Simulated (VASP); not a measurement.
Set up this calculation in VASP 6.6.1, as the native input.

- Task: single point
- Functional: PBE
- Potentials or basis: VASP PAW PBE potentials, release 64 (Sn_d, Te)
- Cutoff: 520 eV
- k mesh: 10 × 10 × 10
- Occupations: gaussian, width 0.03 eV
- Spin: no spin polarisation
- Dipole correction: no
- Further INCAR settings: ALGO = Normal; EDIFF = 1e-06; NBANDS = 17

The structure of SnTe lies in POSCAR:

```
SnTe
1.0
    0.0000000000      3.1565000000      3.1565000000
    3.1565000000      0.0000000000      3.1565000000
    3.1565000000      3.1565000000      0.0000000000
Sn Te
1 1
Direct
    0.0000000000     -0.0316806590      0.0000000000
    0.5000000000      0.5000000000      0.5000000000
```

This cell differs from its parent crystal: atom 1 (Sn) moved by (-0.100, -0.100) A along x and z.

These files were run (other wordings do the same):

INCAR

```
PREC = Accurate
ENCUT = 520
EDIFF = 1E-6
ISMEAR = 0
SIGMA = 0.03
LREAL = F
LASPH = T
NELM = 60
ALGO = Normal
ISIF = 2
LWAVE = F
LCHARG = F
GGA = PE
NBANDS = 17
```

KPOINTS

```
regular mesh
0
Gamma
  10 10 10
```

Potentials or basis: VASP PAW PBE potentials, release 64 (Sn_d, Te).

Command:

```console
$ cat potpaw_PBE.64/Sn_d/POTCAR potpaw_PBE.64/Te/POTCAR > POTCAR
$ mpirun -np 1 vasp_std > vasp.out
```

Results of the run:

The pressure is 2.2 GPa, the largest force is 0.082 eV/Å and the band gap on the k mesh is 0.04 eV.

Caveat: the cell differs from its parent crystal (atom 1 (Sn) moved by (-0.100, -0.100) A along x and z); spin-orbit coupling is left out, which moves the levels of the heavy elements.

It took 3.5 min on 1 thread of Intel Xeon 8259CL, with other jobs on the host, peak memory 0.34 GiB.
